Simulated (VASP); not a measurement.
Here is a VASP 6.6.1 calculation.

File INCAR:

```
SYSTEM = Ca3AsP
AGGAC    = 1.0          
AGGAX    = 1.0          
ALDAC    = 0.0          
ALDAX    = 1.0          
ALGO     = Normal         ! electronic algorithm
EDIFF    = 1E-6           ! SCF threshold, eV
EDIFFG   = -0.01          ! ionic threshold
ENCUT    = 600            ! plane-wave cutoff, eV
GGA      = B5             ! functional
IBRION   = 2              ! ionic algorithm
ISIF     = 3              ! what is computed and relaxed
ISMEAR   = -1             ! smearing method
LASPH    = .TRUE.         ! aspherical terms in the spheres
LCHARG   = .FALSE.        ! write CHGCAR
LREAL    = .FALSE.        ! projectors in reciprocal space
LWAVE    = .FALSE.        ! write WAVECAR
NELM     = 80             ! most SCF steps
NSW      = 60             ! ionic steps
PREC     = Accurate       ! precision mode
SIGMA    = 0.05           ! smearing width, eV
```

File KPOINTS:

```
k-points
0
G
  5 5 5
  0 0 0
```

POSCAR

```
Ca3AsP
1.0
    5.3338990000      0.0000000000      0.0000000000
    0.0000000000      5.3338990000      0.0000000000
    0.0000000000      0.0000000000      5.3338990000
As Ca P
1 3 1
Direct
    0.0000000000      0.0000000000      0.0000000000
    0.5000000000      0.5000000000      0.0000000000
    0.5000000000      0.0000000000      0.5000000000
    0.0000000000      0.5000000000      0.5000000000
    0.5000000000      0.5000000000      0.5000000000
```

Potentials or basis: VASP PAW PBE potentials, release 64 (As, Ca_sv, P).

Launch:

```bash
$ cat potpaw_PBE.64/As/POTCAR potpaw_PBE.64/Ca_sv/POTCAR potpaw_PBE.64/P/POTCAR > POTCAR
$ mpirun -np 1 vasp_std > vasp.out
```

**Question.** What does it give for the space group after relaxing (to 0.05 Å)?

**Answer.** Pm-3m (No. 221).

**Question.** What does it give for the band gap on the k mesh?

**Answer.** 0.23 eV, direct.

**Question.** Estimate the relaxed volume.

**Answer.** 31.37 Å³/atom.

Final structure:
```
CELL_PARAMETERS angstrom
5.39305 0.00000 0.00000
0.00000 5.39305 0.00000
0.00000 0.00000 5.39305
ATOMIC_POSITIONS crystal
As 0.00000 0.00000 0.00000
Ca 0.50000 0.50000 0.00000
Ca 0.50000 0.00000 0.50000
Ca 0.00000 0.50000 0.50000
P 0.50000 0.50000 0.50000
```

Caveat: the PAW data sets were made with another functional, which shifts forces and pressure a little.
